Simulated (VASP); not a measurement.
# Pd (Pm-3m) in VASP: a series of runs, part 2 of 2

VASP 6.6.1.

## 3. Relaxation of cell and atoms, PBEsol, target pressure 5 GPa, at which the enthalpy is minimised

INCAR reads:

```
PREC     = Accurate       # precision mode
ENCUT    = 600            # plane-wave cutoff, eV
EDIFF    = 1E-7           # SCF threshold, eV
ISMEAR   = 0              # smearing method
SIGMA    = 0.1            # smearing width, eV
LREAL    = False          # projectors in reciprocal space
LASPH    = True           # aspherical terms in the spheres
NELM     = 80             # most SCF steps
ALGO     = Normal         # electronic algorithm
ISIF     = 3              # what is computed and relaxed
LWAVE    = False          # write WAVECAR
LCHARG   = False          # write CHGCAR
GGA      = PS             # functional
IBRION   = 2              # ionic algorithm
NSW      = 80             # ionic steps
EDIFFG   = -0.01          # ionic threshold
PSTRESS  = 50.0
```

KPOINTS reads:

```
Automatic mesh
0
Gamma
  9 9 9
```

POSCAR reads:

```
Pd
1.0
    2.5300000000      0.0000000000      0.0000000000
    0.0000000000      2.5300000000      0.0000000000
    0.0000000000      0.0000000000      2.5300000000
Pd
1
Direct
    0.0000000000      0.0000000000      0.0000000000
```

Potentials or basis: VASP PAW PBE potentials, release 64 (Pd).

Command:

```sh
> cat potpaw_PBE.64/Pd/POTCAR > POTCAR
> mpirun -np 1 vasp_std > vasp.out
```

OUTCAR:

```text
PREC = Accurate
   ENCUT = 600
   EDIFF = 1E-7
   ISMEAR = 0
   LREAL = False
   LASPH = True
   NELM = 80
   ISIF = 3
   GGA = PS
   IBRION = 2
   NSW = 80
   EDIFFG = -0.01
   PSTRESS = 50.0

 ion  position               nearest neighbor table
   1  0.000  0.000  0.000-

  LATTYP: Found a simple cubic cell.
 ALAT       =     2.5300000000

  Lattice vectors:

 A1 = (   2.5300000000,   0.0000000000,   0.0000000000)
 A2 = (   0.0000000000,   2.5300000000,   0.0000000000)
 A3 = (   0.0000000000,   0.0000000000,   2.5300000000)

Analysis of symmetry for initial positions (statically):
=====================================================================
 Subroutine PRICEL returns:
 Original cell was already a primitive cell.

[... 255 lines left out ...]

 val. band max:        8.1670787611   @ k =   0.2222   0.1111   0.0000
 cond. band min:       8.2306537653   @ k =   0.3333   0.1111   0.0000
 fundamental gap:      0.0635750043
 Fermi energy:         8.1893327095

 k-point     1 :       0.0000    0.0000    0.0000
  band No.  band energies     occupation
      1       1.6710      2.00000
      2       3.1776      2.00000
      3       3.1776      2.00000
      4       8.3231      0.05858
      5       8.3231      0.05858
      6       8.3231      0.05858
      7      25.3123      0.00000
      8      25.3123      0.00000
      9      25.3123      0.00000
[... 265 lines left out ...]
 k-point    24 :       0.4444    0.3333    0.1111
  band No.  band energies     occupation
      1       3.6008      2.00000
      2       4.7183      2.00000
      3       6.3002      2.00000
      4       6.6762      2.00000
      5       7.8557      2.00000
      6      12.1727      0.00000
      7      15.2966      0.00000
      8      22.1936      0.00000
      9      24.5322      0.00000

 [... further k-points ...]

------------------------ aborting loop because EDIFF is reached ----------------------------------------

  FORCE on cell =-STRESS in cart. coord.  units (eV):
  Direction    XX          YY          ZZ          XY          YZ          ZX
  --------------------------------------------------------------------------------------
  -------------------------------------------------------------------------------------
  Total        0.5095097      0.5095097      0.5095097      0.0000000     -0.0000000     -0.0000000
  in kB       50.0673305     50.0673305     50.0673305      0.0000000     -0.0000000     -0.0000000
  external PRESSURE =       0.0673305 kB  Pullay stress =      50.0000000 kB
[... 20 lines left out ...]
  energy  without entropy=       -5.3471743765  energy(sigma->0) =       -5.35122249

  enthalpy is  TOTEN    =        -4.8464461219 eV   P V=        0.5088244730

 reached required accuracy - stopping structural energy minimisation
```

OSZICAR:

```text
N       E                     dE             d eps       ncg     rms          rms(c)
DAV:   1     0.422280286197E+02    0.42228E+02   -0.55767E+03   638   0.117E+03
DAV:   2    -0.519776279351E+01   -0.47426E+02   -0.46676E+02   677   0.200E+02
DAV:   3    -0.560169900918E+01   -0.40394E+00   -0.40069E+00   727   0.225E+01
[... 21 lines left out ...]
DAV:   3    -0.535525220258E+01    0.14559E-03   -0.73135E-04   763   0.227E-01    0.112E-01
DAV:   4    -0.535527091272E+01   -0.18710E-04   -0.19592E-04   657   0.125E-01    0.957E-03
DAV:   5    -0.535527021486E+01    0.69786E-06   -0.78454E-06   662   0.273E-02    0.387E-03
DAV:   6    -0.535527059362E+01   -0.37876E-06   -0.62685E-07   682   0.800E-03    0.310E-04
DAV:   7    -0.535527059490E+01   -0.12784E-08   -0.91308E-09   390   0.101E-03
   3 F= -.48464461E+01 E0= -.48423980E+01  d E =-.418778E-03
```

Wall time 5.4 s (1 thread of Intel Xeon 6975P-C (Granite Rapids), shared host); peak memory 0.13 GiB.

Results:

| Quantity | Value |
| --- | --- |
| Free energy | -5.3553 eV |
| Relaxed volume | 16.30 Å³/atom |
| Relaxed cell | a = 2.536 Å, b = 2.536 Å, c = 2.536 Å, α = 90.00°, β = 90.00°, γ = 90.00° |
| Space group after relaxing (to 0.05 Å) | Pm-3m (No. 221) |
| Energy change on relaxing (the enthalpy is what falls) | -3.9 meV/atom |
| Ionic steps | 3 |
| Pressure after relaxing | 5.0 GPa |
| Band gap on the k mesh | zero (band 5 reaches 9.39 eV, above the bottom of band 6 at 7.65 eV) |

Step by step:
| step | energy change (eV) | largest force (eV/Å) | pressure (GPa) | volume (Å³) |
| --- | --- | --- | --- | --- |
| 1 | 0.0000 | 0.0000 | 6.23 | 16.19 |
| 2 | -0.0085 | 0.0000 | 3.08 | 16.49 |
| 3 | -0.0039 | 0.0000 | 5.01 | 16.30 |

Final structure:
```cif
data_structure
_symmetry_space_group_name_H-M 'P 1'
_symmetry_Int_Tables_number 1
_cell_length_a 2.5357
_cell_length_b 2.5357
_cell_length_c 2.5357
_cell_angle_alpha 90.000
_cell_angle_beta 90.000
_cell_angle_gamma 90.000
_cell_volume 16.30
loop_
_atom_site_label
_atom_site_type_symbol
_atom_site_fract_x
_atom_site_fract_y
_atom_site_fract_z
_atom_site_occupancy
Pd1 Pd 0.00000 0.00000 0.00000 1
```

Caveat: the cell is relaxed towards a set pressure, so the enthalpy falls and the energy may rise; the PAW data sets were made with another functional, which shifts forces and pressure a little.

## 4. Relaxation of cell and atoms, PBEsol, target pressure 10 GPa, at which the enthalpy is minimised

INCAR reads:

```
SYSTEM = Pd
PREC = Accurate ; ENCUT = 600
EDIFF = 1E-6 ; ISMEAR = 0
SIGMA = 0.1 ; LREAL = .FALSE.
LASPH = .TRUE. ; NELM = 80
ALGO = Normal ; ISIF = 3
LWAVE = .FALSE. ; LCHARG = .FALSE.
GGA = PS ; IBRION = 2
NSW = 80 ; EDIFFG = -0.01
PSTRESS = 100.0
```

KPOINTS reads:

```
Automatic mesh
0
G
  9 9 9
  0 0 0
```

POSCAR is that of step 3.

Command:

```sh
> cat potpaw_PBE.64/Pd/POTCAR > POTCAR
> mpirun -np 1 vasp_std > vasp.out
```

Wall time 6.6 s (1 thread of Intel Xeon 6975P-C (Granite Rapids), shared host); peak memory 0.13 GiB.

Results (log left out):

- Free energy: -5.3359 eV
- Relaxed volume: 15.89 Å³/atom
- Relaxed cell: a = 2.514 Å, b = 2.514 Å, c = 2.514 Å, α = 90.00°, β = 90.00°, γ = 90.00°
- Space group after relaxing (to 0.05 Å): Pm-3m (No. 221)
- Energy change on relaxing (the enthalpy is what falls): +15.5 meV/atom
- Ionic steps: 3
- Pressure after relaxing: 10.0 GPa
- Band gap on the k mesh: zero (band 5 reaches 9.86 eV, above the bottom of band 6 at 8.03 eV)

Step by step:
| step | energy change (eV) | largest force (eV/Å) | pressure (GPa) | volume (Å³) |
| --- | --- | --- | --- | --- |
| 1 | 0.0000 | 0.0000 | 6.23 | 16.19 |
| 2 | 0.0647 | 0.0000 | 18.10 | 15.32 |
| 3 | 0.0155 | 0.0000 | 9.96 | 15.89 |

Final structure:
```xyz
1
Lattice="2.5138 0.0000 0.0000 0.0000 2.5138 0.0000 0.0000 0.0000 2.5138" Properties=species:S:1:pos:R:3 pbc="T T T"
Pd    0.0000    0.0000    0.0000
```

Levels at points of the mesh, in eV from the Fermi level:
```csv
k point,band 1,band 2,band 3,band 4,band 5,band 6,band 7,band 8,band 9
"(0.00, 0.00, 0.00)",-6.71,-5.21,-5.21,0.14,0.14,0.14,17.31,17.31,17.31
```

Caveat: the cell is relaxed towards a set pressure, so the enthalpy falls and the energy may rise; the PAW data sets were made with another functional, which shifts forces and pressure a little.

## 5. Relaxation of cell and atoms, PBEsol, target pressure 20 GPa, at which the enthalpy is minimised

INCAR reads:

```
PREC = Accurate ; ENCUT = 600
EDIFF = 1E-6 ; ISMEAR = 0
SIGMA = 0.1 ; LREAL = False
LASPH = True ; NELM = 60
ALGO = Normal ; ISIF = 3
LWAVE = False ; LCHARG = False
GGA = PS ; IBRION = 2
NSW = 80 ; EDIFFG = -0.01
PSTRESS = 200.0
```

KPOINTS reads:

```
regular mesh
0
Gamma
  9 9 9
```

POSCAR is that of step 4.

Command:

```sh
> cat potpaw_PBE.64/Pd/POTCAR > POTCAR
> mpirun -np 1 vasp_std > vasp.out
```

Run time: 11 s. Hardware: 1 thread of Intel Xeon 6975P-C (Granite Rapids), shared host; peak memory 0.13 GiB.

It converged, with:

| Property | Result |
| --- | --- |
| Free energy | -5.2728 eV |
| Relaxed volume | 15.20 Å³/atom |
| Relaxed cell | a = 2.477 Å, b = 2.477 Å, c = 2.477 Å, α = 90.00°, β = 90.00°, γ = 90.00° |
| Space group after relaxing (to 0.05 Å) | Pm-3m (No. 221) |
| Energy change on relaxing (the enthalpy is what falls) | +78.6 meV/atom |
| Ionic steps | 7 |
| Pressure after relaxing | 20.0 GPa |
| Band gap on the k mesh | zero (band 5 reaches 10.69 eV, above the bottom of band 6 at 8.71 eV) |

Step by step:
```
step  energy change (eV)  largest force (eV/Å)  pressure (GPa)  volume (Å³)
   1              0.0000                0.0000            6.23        16.19
   2              0.6225                0.0000           71.40        13.15
   3              0.0725                0.0000           19.19        15.25
   4              0.0774                0.0000           19.83        15.21
   5              0.0798                0.0000           20.15        15.19
   6              0.0764                0.0000           19.71        15.22
   7              0.0786                0.0000           20.00        15.20
```

Final structure:
```yaml
crystal:
  lattice:
    - [2.47716, 0.00000, 0.00000]
    - [0.00000, 2.47716, 0.00000]
    - [0.00000, 0.00000, 2.47716]
  atoms:
    - { symbol: Pd, position: [0.00000, 0.00000, 0.00000] }
```

Levels at points of the mesh, in eV from the Fermi level:
```
           k point  band 1  band 2  band 3  band 4  band 5  band 6  band 7  band 8  band 9
(0.00, 0.00, 0.00)   -7.05   -5.57   -5.57    0.16    0.16    0.16   17.62   17.62   17.62
```

Caveat: the cell is relaxed towards a set pressure, so the enthalpy falls and the energy may rise; the PAW data sets were made with another functional, which shifts forces and pressure a little.

## 6. Overview

```tsv
cell	gap on the mesh (eV)	pressure (GPa)
relaxed	none	-0.1
relaxed to 5 GPa	none	5.0
relaxed to 10 GPa	none	10.0
relaxed to 20 GPa	none	20.0
```

Alike in all rows: task relaxation of cell and atoms; level PBEsol; potentials or basis VASP PAW PBE potentials, release 64 (Pd); no spin polarisation; k mesh 9 × 9 × 9; cutoff (eV) 600; smearing gaussian 0.1 eV.

Caveats: the PAW data sets were made with another functional, which shifts forces and pressure a little; the cell is relaxed towards a set pressure, so the enthalpy falls and the energy may rise (some runs).

Absolute energies hang on the potentials; compare differences alone.
